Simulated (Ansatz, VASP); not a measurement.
One calculation of Ga2Te2S, two programs

```xyz
5
Lattice="-2.1646 2.1646 6.8492 2.1646 -2.1646 6.8492 2.1646 2.1646 -6.8492" Properties=species:S:1:pos:R:3 pbc="T T T"
Ga    2.1646    0.0000    3.4246
Ga    0.0000    2.1646    3.4246
Te    0.0000    0.0000    5.1972
Te    0.0000    0.0000    8.5013
S     0.0000    0.0000    0.0000
```

Change from the starting cell: species swapped into the PrNi2Ge2 type (I4/mmm, No. 139).

Alike in both runs: functional PBE; k mesh 6 × 6 × 6; occupations gaussian, width 0.1 eV; no spin polarisation.

Ansatz relaxed the structure, and its values are those at the end. VASP's run is a single point on that final structure, the one shown.

|  | VASP | Ansatz |
| --- | --- | --- |
| version | VASP 6.6.1 | Ansatz 0.2.0 |
| potentials or method | VASP PAW PBE potentials, release 64 (Ga_d, Te, S), cutoff 520 eV | scalar-relativistic, plane waves, PAW |
| valence electrons in the cell | 44 | 64 |

```tsv
	VASP	Ansatz	Ansatz less VASP
gap on the k mesh at the Fermi level (eV)	none	none	-
pressure (GPa)	0.1	0.0	-0.03
rms of the force components (eV/Å)	0.012	0.002	-0.0107
```

A gap of «none» marks a metal or a gap that the smearing closes. The functional is the same, so the differences come from potentials, cutoffs and numerics. VASP's potentials hold 44 valence electrons a cell and Ansatz's 64, so a difference there can come from the potentials and not from the codes.

Spin-orbit coupling is off throughout.
